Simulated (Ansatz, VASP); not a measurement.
## InSb: VASP beside Ansatz

INCAR

```
SYSTEM = InSb
  PREC = Accurate
  ENCUT = 520
  EDIFF = 1E-6
  ISMEAR = 0
  SIGMA = 0.15
  LREAL = .False.
  LASPH = .True.
  NELM = 60
  ALGO = Normal
  ISIF = 2
  LWAVE = .False.
  LCHARG = .True.
  GGA = PE
  LELF = .True.
  LVHAR = .True.
  NBANDS = 16
```

File KPOINTS:

```
Automatic mesh
0
Gamma
  12 12 12
  0 0 0
```

The input POSCAR:

```
InSb
1.0
    0.0000000000      3.3362730000      3.1905135000
    3.3362730000      0.0000000000      3.1905135000
    3.3362730000      3.3362730000      0.0000000000
In Sb
1 1
Direct
    0.0000000000      0.0000000000      0.0000000000
    0.7500000000      0.7500000000      0.7500000000
```

Input for Ansatz:

```yaml
crystal:
  lattice:
    - [0.0, 3.336273, 3.1905135]
    - [3.336273, 0.0, 3.1905135]
    - [3.336273, 3.336273, 0.0]
  atoms:
    - { symbol: In, position: [0.0, 0.0, 0.0] }
    - { symbol: Sb, position: [0.75, 0.75, 0.75] }
basis:
  ecutwfc: 420
kpoints:
  mp_grid: { grid: [12, 12, 12] }
hamiltonian:
  xc: pbe
scf:
  occupations: { method: gaussian, width: 0.15 }
output:
  forces: true
  stress: true
  eigenvalues: true
  write_density: true
  write_potential: true
  elf: true
  volumetric_format: npy
```

Change from the starting cell: strain +0.030 along x and y, -0.015 along z, atoms carried along.

Alike in both runs: task single point; functional PBE; k mesh 12 × 12 × 12; occupations gaussian, width 0.15 eV; no spin polarisation.

|  | VASP | Ansatz |
| --- | --- | --- |
| version | VASP 6.6.1 | Ansatz 0.2.0 |
| potentials or method | VASP PAW PBE potentials, release 64 (In_d, Sb), cutoff 520 eV | scalar-relativistic, plane waves, PAW |
| valence electrons in the cell | 18 | 28 |

Ansatz gave:

* pressure (GPa): 1.1
* traceless stress, the component that is largest in VASP (GPa): 0.71

**Question.** Which values does VASP return?

**Answer.** Pressure (GPa): 1.0; traceless stress, the component that is largest in VASP (GPa): 0.72.

VASP's potentials hold 18 valence electrons a cell and Ansatz's 28, so a difference there can come from the potentials and not from the codes.

Spin-orbit coupling is off throughout.
